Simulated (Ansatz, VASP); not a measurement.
## Rh in VASP and in Ansatz

```
Rh
1.0
    -1.59530    1.59530    1.59530
     1.59530   -1.59530    1.59530
     1.59530    1.59530   -1.59530
Rh
1
Direct
  0.00000 0.00000 0.00000
```

Alike in both runs: task single point; functional PBE; k mesh 8 × 8 × 8; collinear spin.

|  | VASP | Ansatz |
| --- | --- | --- |
| version | VASP 6.6.1 | Ansatz 0.2 development build |
| potentials or method | VASP PAW PBE potentials, release 64 (Rh_pv) | scalar-relativistic |
| plane-wave cutoff (eV) | 500 | 1197 |
| occupations | fermi-dirac, width 0.1 eV | fermi-dirac |

```csv
,VASP,Ansatz,Ansatz less VASP
net moment per atom (μB),0.58,0.65,+0.074
size of the moment on the site where the two differ most (μB),0.58,0.65,+0.070
```

Site moments also hang on the region over which each program counts them.
